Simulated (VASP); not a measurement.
Set up this calculation in VASP 6.6.1, as the native input.

- Task: single point
- Functional: PBE
- Potentials or basis: VASP PAW PBE potentials, release 64 (C)
- Cutoff: 520 eV
- k mesh: 9 × 9 × 6
- Occupations: gaussian, width 0.02 eV
- Spin: no spin polarisation
- Dipole correction: no
- Further INCAR settings: ALGO = Normal; EDIFF = 1e-07; NBANDS = 16

The structure of C lies in POSCAR:

```
C
1.0
    2.5112152754      0.0000000000      0.0000000000
   -1.2556076377      2.1747762229      0.0000000000
    0.0000000000      0.0000000000      4.2430102239
C
4
Direct
    0.3333333333      0.6666666667     -0.0003907681
    0.6666666667      0.3333333333      0.4996092319
    0.3333333333      0.6666666667      0.3743907681
    0.6666666667      0.3333333333      0.8743907681
```

This cell differs from its parent crystal: strained cell.

These files were run (other wordings do the same):

INCAR

```
PREC = Accurate ; ENCUT = 520
EDIFF = 1E-7 ; ISMEAR = 0
SIGMA = 0.02 ; LREAL = F
LASPH = T ; NELM = 80
ALGO = Normal ; ISIF = 2
LWAVE = F ; LCHARG = F
GGA = PE ; NBANDS = 16
```

KPOINTS

```
regular mesh
0
Gamma
  9 9 6
```

Potentials or basis: VASP PAW PBE potentials, release 64 (C).

Command:

```bash
$ cat potpaw_PBE.64/C/POTCAR > POTCAR
$ mpirun -np 1 vasp_std > vasp.out
```

Results of the run:

```json
{
  "Pressure": "-5.5 GPa",
  "Largest force": "0.010 eV/Å",
  "Band gap on the k mesh": "3.40 eV, indirect (least direct gap 4.88 eV)"
}
```

Caveat: the cell differs from its parent crystal (strained cell).

Run time: 9.4 s on 1 thread of Intel(R) Xeon(R) Platinum 8488C (Sapphire Rapids), with other jobs on the host, peak memory 0.13 GiB.
